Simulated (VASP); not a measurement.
## ZnCu: single point with PBEsol

The system is ZnCu.

```
Zn Cu
1.0
     3.03335    0.00000    0.00000
     0.00000    2.85665    0.00000
     0.00000    0.00000    2.94500
Zn Cu
1 1
Direct
  0.50000 0.50000 0.50000
  0.00000 0.00000 0.00000
```

This cell differs from its parent crystal: strain +0.0300 x Voigt [1, -1, 0, 0, 0, 0].

```json
{
  "Program": "VASP 6.6.1",
  "Task": "single point",
  "Functional": "PBEsol",
  "Potentials or basis": "VASP PAW PBE potentials, release 64 (Zn, Cu)",
  "Cutoff": "520 eV",
  "k mesh": "16 × 16 × 16",
  "Occupations": "gaussian, width 0.15 eV",
  "Spin": "no spin polarisation",
  "Dipole correction": "no",
  "Further INCAR settings": "ALGO = Fast; EDIFF = 1e-07; NBANDS = 18"
}
```

| Quantity | Value |
| --- | --- |
| Pressure | -3.7 GPa |
| Band gap on the k mesh | zero (an odd number of electrons rules out a gap without spin polarisation) |

Stress tensor (GPa, compression positive):
```
-4.08  0.00  0.00
 0.00 -3.34  0.00
 0.00  0.00 -3.77
```

Levels at points of the mesh, in eV from the Fermi level:
```
           k point  band 10  band 11  band 12  band 13  band 14  band 15
(0.00, 0.00, 0.00)    -2.73    -2.70     5.18     6.18     7.29    10.48
(0.50, 0.00, 0.00)    -3.18    -2.76    -2.20    11.38    12.03    12.39
(0.00, 0.50, 0.00)    -3.29    -2.85    -1.80    11.08    11.61    11.98
(0.50, 0.50, 0.00)    -2.49    -1.96    -1.85     1.76     2.12    13.91
(0.00, 0.00, 0.50)    -3.18    -2.80    -2.01    10.76    11.32    12.68
(0.50, 0.00, 0.50)    -2.54    -2.14    -2.08     1.47     1.78    14.71
(0.00, 0.50, 0.50)    -2.44    -1.74    -1.68     2.04     2.42    13.18
(0.50, 0.50, 0.50)    -2.42     3.85     4.19     4.25     4.34     4.47
```

Run time: 5.2 min on 1 thread of Intel(R) Xeon(R) 6975P-C (Granite Rapids) (shared host), peak memory 0.43 GiB.

Caveat: the cell differs from its parent crystal (strain +0.0300 x Voigt [1, -1, 0, 0, 0, 0]); the cell stands under tension; the PAW data sets were made with another functional, which shifts forces and pressure a little.
